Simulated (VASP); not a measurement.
# Al (P6/mmm) in VASP: further runs

Al is run at these levels: PBE; tasks: single point.

All numbers are computed with VASP 6.6.1; they aren't measurements. Logs are shortened: lines on timing, memory, paths and dates and some standing lists are left out, and cuts for length are marked.

### Step 1. The cell of the first run

The structure is hexagonal, space group P6/mmm (No. 191). The conventional cell has a = 4.400 Å, b = 4.400 Å, c = 2.667 Å, α = 90.00°, β = 90.00°, γ = 120.00°. Within 3.4 Å of Al (site symmetry -6m2) lie 5 Al at 2.54 to 2.67 Å.

### Step 2. Single point, PBE

Contents of INCAR:

```
PREC = Accurate
ENCUT = 520
EDIFF = 1E-7
ISMEAR = -1
SIGMA = 0.05
LREAL = False
LASPH = True
NELM = 80
ALGO = Normal
ISIF = 2
LWAVE = False
LCHARG = False
GGA = PE
NBANDS = 10
```

Contents of KPOINTS:

```
regular mesh
0
Gamma
  7 7 10
```

Contents of POSCAR:

```
Al
1.0
    4.3999089659      0.0000000000      0.0000000000
   -2.1999544830      3.8104332291      0.0000000000
    0.0000000000      0.0000000000      2.6670211396
Al
2
Direct
    0.3333300000      0.6666700000      0.0000000000
    0.6666700000      0.3333300000      0.0000000000
```

Potentials or basis: VASP PAW PBE potentials, release 64 (Al).

Command:

```
cat potpaw_PBE.64/Al/POTCAR > POTCAR
mpirun -np 1 vasp_std > vasp.out
```

OUTCAR:

```text
PREC = Accurate
   ENCUT = 520
   EDIFF = 1E-7
   ISMEAR = -1
   LREAL = False
   LASPH = True
   NELM = 80
   ISIF = 2
   GGA = PE

 ion  position               nearest neighbor table
   1  0.333  0.667  0.000-   2 2.54   2 2.54   2 2.54
   2  0.667  0.333  0.000-   1 2.54   1 2.54   1 2.54

  LATTYP: Found a hexagonal cell.
 ALAT       =     4.3999089659
 C/A-ratio  =     0.6061537091

  Lattice vectors:

 A1 = (   4.3999089659,   0.0000000000,   0.0000000000)
 A2 = (  -2.1999544830,   3.8104332291,   0.0000000000)
 A3 = (   0.0000000000,   0.0000000000,   2.6670211396)

Analysis of symmetry for initial positions (statically):
=====================================================================
 Subroutine PRICEL returns:
 Original cell was already a primitive cell.

 Routine SETGRP: Setting up the symmetry group for a
 hexagonal supercell.

 Subroutine GETGRP returns: Found  8 space group operations
 (whereof  8 operations were pure point group operations)
 out of a pool of 24 trial point group operations.

The static configuration has the point symmetry D_2h.

Analysis of symmetry for dynamics (positions and initial velocities):
=====================================================================
 Subroutine PRICEL returns:
 Original cell was already a primitive cell.

 Routine SETGRP: Setting up the symmetry group for a
 hexagonal supercell.

 Subroutine GETGRP returns: Found  8 space group operations
 (whereof  8 operations were pure point group operations)
 out of a pool of 24 trial point group operations.

The dynamic configuration has the point symmetry D_2h.

 Subroutine INISYM returns: Found  8 space group operations
 (whereof  8 operations are pure point group operations),
 and found     1 'primitive' translations

----------------------------------------------------------------------------------------

                                     Primitive cell

  volume of cell :      44.7141

  direct lattice vectors                    reciprocal lattice vectors
     4.399908966  0.000000000  0.000000000     0.227277430  0.131218675  0.000000000
    -2.199954483  3.810433229  0.000000000     0.000000000  0.262437350  0.000000000
     0.000000000  0.000000000  2.667021140     0.000000000  0.000000000  0.374950159

  length of vectors
     4.399908966  4.399909217  2.667021140     0.262437365  0.262437350  0.374950159

  position of ions in fractional coordinates (direct lattice)
     0.333330000  0.666670000  0.000000000
     0.666670000  0.333330000  0.000000000

  ion indices of the primitive-cell ions
   primitive index   ion index
                 1           1
                 2           2

----------------------------------------------------------------------------------------

 KPOINTS: regular mesh

Automatic generation of k-mesh.
 Grid dimensions read from file:
 generate k-points for:    7    7   10

 Generating k-lattice:

  Cartesian coordinates                     Fractional coordinates (reciprocal lattice)
     0.032468204  0.018745525  0.000000000     0.142857143  0.000000000  0.000000000
     0.000000000  0.037491050  0.000000000     0.000000000  0.142857143  0.000000000
     0.000000000  0.000000000  0.037495016     0.000000000  0.000000000  0.100000000

  Length of vectors
     0.037491052  0.037491050  0.037495016

  Shift w.r.t. Gamma in fractional coordinates (k-lattice)
     0.000000000  0.000000000  0.000000000

 Subroutine IBZKPT returns following result:
 ===========================================

 Found     96 irreducible k-points:

 Following reciprocal coordinates:
            Coordinates               Weight
  0.000000  0.000000  0.000000      1.000000
  0.142857 -0.000000  0.000000      4.000000
 -0.142857  0.142857  0.000000      2.000000
  0.285714  0.000000  0.000000      4.000000
 -0.285714  0.285714  0.000000      2.000000
  0.428571 -0.000000  0.000000      4.000000
[... 16 lines left out ...]
 -0.428571  0.428571  0.100000      4.000000
  0.142857  0.142857  0.100000      4.000000
 [... further k-points ...]
   k-points           NKPTS =     96   k-points in BZ     NKDIM =     96   number of bands    NBANDS=     10
   number of dos      NEDOS =    301   number of ions     NIONS =      2
   total plane-waves  NPLWV =  25920
   dimension x,y,z NGX =    36 NGY =   36 NGZ =   20
   dimension x,y,z NGXF=    72 NGYF=   72 NGZF=   40
   ions per type =               2
   NGX,Y,Z   is equivalent  to a cutoff of  13.60, 13.60, 12.47 a.u.
   NGXF,Y,Z  is equivalent  to a cutoff of  27.20, 27.20, 24.93 a.u.
 SYSTEM =  unknown system
   PREC   = accura    normal or accurate (medium, high low for compatibility)
   ISTART =      0    job   : 0-new  1-cont  2-samecut
   ICHARG =      2    charge: 1-file 2-atom 10-const
   ISPIN  =      1    spin polarized calculation?
   LNONCOLLINEAR =      F non collinear calculations
   LSORBIT =      F    spin-orbit coupling
   LASPH  =      T    aspherical Exc in radial PAW
   ENCUT  =  520.0 eV  38.22 Ry    6.18 a.u.   8.18  8.18  4.96*2*pi/ulx,y,z
   NELM   =     80;   NELMIN=  2; NELMDL= -5     # of ELM steps
   EDIFF  = 0.1E-06   stopping-criterion for ELM
   LREAL  =      F    real-space projection
   EDIFFG = 0.1E-05   stopping-criterion for IOM
   NSW    =      0    number of steps for IOM
   IBRION =     -1    ionic relax: 0-MD 1-quasi-New 2-CG
   NFREE  =      0    steps in history (QN), initial steepest desc. (CG)
   ISIF   =      2    stress and relaxation
   ISYM   =      2    0-nonsym 1-usesym 2-fastsym
   POTIM  = 0.5000    time-step for ionic-motion
   TEBEG  =    0.0;   TEEND  =   0.0 temperature during run
   PSTRESS=    0.0 pullay stress
   NELECT =       6.0000    total number of electrons
   NUPDOWN=      -1.0000    fix difference up-down
   EMIN   =  10.00;   EMAX   =-10.00  energy-range for DOS
   EFERMI =   0.00;   METHOD = LEGACY
   ISMEAR =    -1;   SIGMA  =   0.05  broadening in eV -4-tet -1-fermi 0-gaus
   EFERMI_NEDOS =   21; number of points for ismear=-14 and -15
   IALGO  =     38    algorithm
   IMIX   =      4    mixing-type and parameters
     AMIX     =   0.40;   BMIX     =  1.00
     AMIX_MAG =   1.60;   BMIX_MAG =  1.00
  volume/ion in A,a.u.               =      22.36       150.87
  Fermi-wavevector in a.u.,A,eV,Ry     =   0.838128  1.583832  9.557532  0.702459
  Thomas-Fermi vector in A             =   1.952132
   LORBIT       =      0    0 simple, 1 ext, 2 COOP (PROOUT), +10 PAW based schemes
   GGA     = PE    functional components
   LHFCALC =     F    Hartree Fock is set to
   AEXX    =    0.0000 exact exchange contribution
   IVDW    =     0    specifies the selected vdW correction
   LEPSILON=     F    determine dielectric tensor
   LRPA    =     F    only Hartree local field effects (RPA)
 non-spin polarized calculation
  energy-cutoff  :      520.00
  volume of cell :       44.71
 maximum number of plane-waves:      1227
 NGX is ok and might be reduce to    36
   NGX = 17   NGY = 17   NGZ =  9

 number of electron       6.0000000 magnetization

 Free energy of the ion-electron system (eV)
  ---------------------------------------------------
  ext. energy  EPLUGINS =         0.00000000
  ---------------------------------------------------
  free energy    TOTEN  =        -6.44939402 eV

  energy without entropy =       -6.44480768  energy(sigma->0) =       -6.44710085

 E-fermi :   4.6765     XC(G=0):  -8.8068

 val. band max:        4.6583230959   @ k =   0.4286   0.1429   0.4000
 cond. band min:       4.6855418825   @ k =   0.0000   0.0000   0.1000
 fundamental gap:      0.0272187866
 Fermi energy:         4.6764544727

 k-point     1 :       0.0000    0.0000    0.0000
  band No.  band energies     occupation
      1      -4.5851      2.00000
      2       3.7614      2.00000
      3       3.7616      2.00000
      4       4.4938      1.94949
      5       6.8888      0.00000
      6       6.8890      0.00000
      7      10.2511      0.00000
      8      14.7603      0.00000
      9      15.0839      0.00000
     10      21.8389      0.00000

 k-point     2 :       0.1429   -0.0000    0.0000
  band No.  band energies     occupation
      1      -4.3992      2.00000
      2       2.1080      2.00000
      3       3.4367      2.00000
      4       5.5569      0.00000
      5       7.0805      0.00000
      6       7.5957      0.00000
      7      11.3194      0.00000
      8      14.9119      0.00000
      9      15.1346      0.00000
     10      20.2735      0.00000

 k-point     3 :      -0.1429    0.1429    0.0000
  band No.  band energies     occupation
      1      -4.3992      2.00000
      2       2.1082      2.00000
      3       3.4366      2.00000
      4       5.5569      0.00000
      5       7.0804      0.00000
      6       7.5959      0.00000
      7      11.3194      0.00000
      8      14.9119      0.00000
      9      15.1346      0.00000
     10      20.2746      0.00000

 k-point     4 :       0.2857    0.0000    0.0000
  band No.  band energies     occupation
      1      -3.8573      2.00000
      2       0.2876      2.00000
      3       2.9299      2.00000
      4       5.1745      0.00009
      5       8.9538      0.00000
      6       9.2463      0.00000
      7      13.4335      0.00000
      8      15.1548      0.00000
      9      15.3527      0.00000
     10      17.0764      0.00000
[... 222 lines left out ...]
 k-point    22 :       0.4286   -0.0000    0.1000
  band No.  band energies     occupation
      1      -2.8734      2.00000
      2      -0.9557      2.00000
      3       2.8152      2.00000
      4       4.9967      0.00330
      5      11.0078      0.00000
      6      11.6285      0.00000
      7      12.1967      0.00000
      8      14.2536      0.00000
      9      15.0288      0.00000
     10      15.5354      0.00000

 k-point    23 :      -0.4286    0.4286    0.1000
  band No.  band energies     occupation
      1      -2.8735      2.00000
      2      -0.9555      2.00000
      3       2.8151      2.00000
      4       4.9966      0.00331
      5      11.0078      0.00000
      6      11.6286      0.00000
      7      12.1968      0.00000
      8      14.2537      0.00000
      9      15.0286      0.00000
     10      15.5356      0.00000

 k-point    24 :       0.1429    0.1429    0.1000
  band No.  band energies     occupation
      1      -3.8280      2.00000
      2       1.0373      2.00000
      3       2.8811      2.00000
      4       6.6149      0.00000
      5       7.0438      0.00000
      6       9.5974      0.00000
      7      11.4017      0.00000
      8      13.8745      0.00000
      9      16.8257      0.00000
     10      17.1080      0.00000

 [... further k-points ...]
[... 5 lines left out ...]
  --------------------------------------------------------------------------------------
  -------------------------------------------------------------------------------------
  Total        1.5520793      1.5525484      1.2621801      0.0004060      0.0000000      0.0000000
  in kB       55.6134702     55.6302786     45.2259178      0.0145492      0.0000000      0.0000000
  external PRESSURE =      52.1565555 kB  Pullay stress =       0.0000000 kB

 VOLUME and BASIS-vectors are now :
 -----------------------------------------------------------------------------
  energy-cutoff  :      520.00
  volume of cell :       44.71
      direct lattice vectors                 reciprocal lattice vectors
     4.399908966  0.000000000  0.000000000     0.227277430  0.131218675  0.000000000
    -2.199954483  3.810433229  0.000000000     0.000000000  0.262437350  0.000000000
     0.000000000  0.000000000  2.667021140     0.000000000  0.000000000  0.374950159

 POSITION                                       TOTAL-FORCE (eV/Angst)
 -----------------------------------------------------------------------------------
     -0.00002      2.54030      0.00000         0.000351     -0.000202      0.000000
      2.19998      1.27013      0.00000        -0.000351      0.000202      0.000000
 -----------------------------------------------------------------------------------
    total drift:                               -0.000000      0.000000     -0.000000

  FREE ENERGIE OF THE ION-ELECTRON SYSTEM (eV)
  ---------------------------------------------------
  free  energy   TOTEN  =        -6.4493940152 eV

  energy  without entropy=       -6.4448076840  energy(sigma->0) =       -6.44710085
```

It took 13 s on 1 thread of Intel Xeon 6975P-C (Granite Rapids), shared host; peak memory 0.17 GiB.

Results:

```yaml
Free_energy: -6.4494 eV
Pressure: 5.2 GPa
Band_gap_on_the_k_mesh: zero (band 3 reaches 7.31 eV, above the bottom of band 4 at 3.58 eV)
```

[end of part 1 of 2]
